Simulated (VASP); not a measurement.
Write the native input for VASP 6.6.1 that does the following.

```yaml
Task: relaxation of cell and atoms
Functional: r2SCAN
Potentials_or_basis: VASP PAW PBE potentials, release 64 (Al)
Cutoff: 600 eV
k_mesh: 10 × 10 × 10
Occupations: methfessel-paxton, width 0.1 eV
Spin: no spin polarisation
Dipole_correction: no
Further_INCAR_settings: ALGO = Normal; EDIFF = 1e-07; IBRION = 2; EDIFFG = -0.01; NSW = 60; ISIF = 3
```

The system is Al.

```
CELL_PARAMETERS angstrom
-1.59122 1.59122 1.59122
1.59122 -1.59122 1.59122
1.59122 1.59122 -1.59122
ATOMIC_POSITIONS crystal
Al 0.00000 0.00000 0.00000
```

The input as run:

POSCAR

```
Al
1.0
   -1.5912200000      1.5912200000      1.5912200000
    1.5912200000     -1.5912200000      1.5912200000
    1.5912200000      1.5912200000     -1.5912200000
Al
1
Direct
    0.0000000000      0.0000000000      0.0000000000
```

INCAR.step1

```
SYSTEM = Al
PREC = Accurate
ENCUT = 600
ISMEAR = 1
SIGMA = 0.1
LREAL = .False.
LASPH = .True.
NELM = 100
GGA = PE
ALGO = Normal
EDIFF = 1E-4
LWAVE = .True.
LCHARG = .False.
```

INCAR.step2

```
SYSTEM = Al
PREC = Accurate
ENCUT = 600
EDIFF = 1E-7
ISMEAR = 1
SIGMA = 0.1
LREAL = .False.
LASPH = .True.
NELM = 100
ALGO = Normal
ISIF = 3
LWAVE = .False.
LCHARG = .False.
METAGGA = R2SCAN
LMIXTAU = .True.
IBRION = 2
NSW = 60
EDIFFG = -0.01
ISTART = 1
```

KPOINTS

```
Automatic mesh
0
Gamma
  10 10 10
  0 0 0
```

Potentials or basis: VASP PAW PBE potentials, release 64 (Al).

Run with:

```sh
$ cat potpaw_PBE.64/Al/POTCAR > POTCAR
$ cp INCAR.step1 INCAR
$ mpirun -np 1 vasp_std > vasp.out
$ cp INCAR.step2 INCAR
$ mpirun -np 1 vasp_std > vasp.out
```

Results of the run:

```json
{
  "Relaxed volume": "16.29 Å³/atom",
  "Relaxed cell": "a = 2.766 Å, b = 2.766 Å, c = 2.766 Å, α = 109.47°, β = 109.47°, γ = 109.47°",
  "Space group after relaxing (to 0.05 Å)": "Im-3m (No. 229)",
  "Energy gained by relaxing": "0.5 meV/atom",
  "Ionic steps": "3",
  "Pressure after relaxing": "0.0 GPa"
}
```

Caveat: the PAW data sets were made with another functional, which shifts forces and pressure a little.

Run time: 30 s on 1 thread of Intel(R) Xeon(R) Platinum 8259CL CPU @ 2.50GHz (Skylake/Cascade Lake), on a shared host, peak memory 0.13 GiB.
